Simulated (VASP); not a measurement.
Ti3H: single point with PBE

System: Ti3H, a slab with vacuum.

```
CELL_PARAMETERS angstrom
4.60374 0.00000 0.00000
-2.30187 3.98696 0.00000
0.00000 0.00000 22.49682
ATOMIC_POSITIONS crystal
Ti 0.66667 0.33333 0.17780
Ti 0.33333 0.66667 0.21957
Ti 0.00000 0.00000 0.26135
Ti 0.66667 0.33333 0.29805
Ti 0.33333 0.66667 0.33046
Ti 0.00000 0.00000 0.37769
H 0.29258 0.70742 0.42614
H 0.37409 0.62591 0.42614
```

| Property | Result |
| --- | --- |
| Program | VASP 6.6.1 |
| Task | single point |
| Functional | PBE |
| Potentials or basis | VASP PAW PBE potentials, release 64 (Ti_sv, H) |
| Cutoff | 520 eV |
| k mesh | 6 × 6 × 1 |
| Occupations | gaussian, width 0.1 eV |
| Spin | no spin polarisation |
| Dipole correction | yes |
| Further INCAR settings | ALGO = Normal; EDIFF = 1e-06; NBANDS = 47 |

| Quantity | Value |
| --- | --- |
| Largest force | 6.654 eV/Å |
| Band gap on the k mesh | zero (bands 37 and 38 overlap by 0.22 eV) |

Forces on the atoms (eV/Å):
```
Ti   0.002 -0.001  0.028
Ti  -0.009  0.005  0.244
Ti  -0.017  0.010 -0.316
Ti   0.000  0.000 -0.076
Ti  -0.029  0.017  1.021
Ti  -0.046  0.027 -0.713
H   -5.662  3.269 -0.088
H    5.762 -3.327 -0.101
```

Levels at points of the mesh, in eV from the Fermi level:
| k point | band 35 | band 36 | band 37 | band 38 | band 39 | band 40 |
| --- | --- | --- | --- | --- | --- | --- |
| (0.00, 0.00, 0.00) | -0.49 | -0.46 | -0.33 | -0.17 | -0.03 | -0.02 |
| (0.50, 0.00, 0.00) | -0.36 | -0.27 | -0.08 | 0.00 | 0.32 | 0.41 |
| (0.50, 0.50, 0.00) | -0.37 | -0.27 | -0.08 | 0.01 | 0.36 | 0.40 |

Wall time 5.5 min on 1 thread of AMD EPYC 9R45 96-Core Processor (Zen 5), on a shared host, peak memory 0.53 GiB.
